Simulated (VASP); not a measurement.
Here is a VASP 6.6.1 calculation.

File INCAR:

```
ALGO = Normal
EDIFF = 1E-7
EDIFFG = -0.03
ENCUT = 500
GGA = PE
GGA_COMPAT = F
IBRION = 2
ISIF = 3
ISMEAR = 1
LASPH = T
LCHARG = F
LREAL = F
LWAVE = F
NELM = 120
NELMIN = 4
NSW = 60
PREC = Accurate
SIGMA = 0.1
```

KPOINTS

```
k-points
0
Gamma
  21 21 21
```

The input POSCAR:

```
Ir
1.0
   -1.5200000000      1.5200000000      1.5200000000
    1.5200000000     -1.5200000000      1.5200000000
    1.5200000000      1.5200000000     -1.5200000000
Ir
1
Direct
    0.0000000000      0.0000000000      0.0000000000
```

Potentials or basis: VASP PAW PBE potentials, release 64 (Ir).

Run with:

```console
$ cat potpaw_PBE.64/Ir/POTCAR > POTCAR
$ mpirun -np 1 vasp_std > vasp.out
```

Task: Estimate the relaxed volume.

Result: 15.08 Å³/atom.

Task: Estimate the space group after relaxing (to 0.1 Å).

Result: Im-3m (No. 229).

Task: Estimate the band gap on the k mesh.

Result: Zero (an odd number of electrons rules out a gap without spin polarisation).

Final structure:
```yaml
crystal:
  lattice:
    - [-1.55631, 1.55631, 1.55631]
    - [1.55631, -1.55631, 1.55631]
    - [1.55631, 1.55631, -1.55631]
  atoms:
    - { symbol: Ir, position: [0.00000, 0.00000, 0.00000] }
```

Caveat: spin-orbit coupling is left out, which moves the levels of the heavy elements.
